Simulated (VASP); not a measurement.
**Ta4C3: single point with PBEsol**

Crystal: Ta4C3.

```
Ta C
1.0
    -3.10327    0.00000    0.00000
    -1.55164   -2.68751    0.00000
     0.38791    0.22396   10.16451
Ta C
4 3
Direct
  0.32603 0.32603 0.18937
  0.38880 0.38880 0.94263
  0.03509 0.03509 0.69810
  0.68129 0.68129 0.45244
  0.35834 0.35834 0.57703
  0.98169 0.98169 0.05730
  0.00382 0.00382 0.32287
```

- Program: VASP 6.6.1
- Task: single point
- Functional: PBEsol
- Potentials or basis: VASP PAW PBE potentials, release 64 (Ta_pv, C)
- Cutoff: 520 eV
- k mesh: 14 × 14 × 4
- Occupations: gaussian, width 0.15 eV
- Spin: no spin polarisation
- Dipole correction: no
- Further INCAR settings: ALGO = Normal; EDIFF = 1e-06; NBANDS = 37

```yaml
Pressure: 9.6 GPa
Largest_force: 5.883 eV/Å
Band_gap_on_the_k_mesh: zero (bands 28 and 29 overlap by 0.75 eV)
```

Forces on the atoms (eV/Å):
```
Ta   0.601  0.347  4.647
Ta   0.722  0.417 -5.824
Ta  -0.233 -0.135 -0.489
Ta   0.039  0.022 -0.531
C    0.014  0.008  0.405
C   -1.142 -0.659  1.859
C   -0.001 -0.001 -0.067
```

Stress tensor (GPa, compression positive):
```
 0.20 -3.82  0.58
-3.82  4.62  0.34
 0.58  0.34 23.95
```

Levels at points of the mesh, in eV from the Fermi level:
| k point | band 26 | band 27 | band 28 | band 29 | band 30 | band 31 |
| --- | --- | --- | --- | --- | --- | --- |
| (0.00, 0.00, 0.00) | -1.35 | -0.41 | -0.34 | 0.16 | 0.60 | 1.05 |
| (0.50, 0.00, 0.00) | -1.49 | -0.73 | -0.38 | 0.76 | 2.28 | 2.54 |
| (0.50, 0.50, 0.00) | -1.82 | -0.61 | 0.28 | 1.70 | 2.73 | 2.96 |
| (0.00, 0.00, 0.50) | -1.23 | -0.33 | -0.23 | 0.21 | 0.84 | 1.22 |
| (0.50, 0.00, 0.50) | -1.50 | -0.84 | -0.13 | 1.02 | 1.88 | 2.49 |
| (0.50, 0.50, 0.50) | -1.97 | -0.45 | 0.06 | 2.17 | 2.46 | 2.50 |

Run time: 9.7 min on 1 thread of Oxide Virtual Turin-like Processor, with other jobs on the host, peak memory 0.56 GiB.

Caveat: the cell stands under pressure; the PAW data sets were made with another functional, which shifts forces and pressure a little; spin-orbit coupling is left out, which moves the levels of the heavy elements.
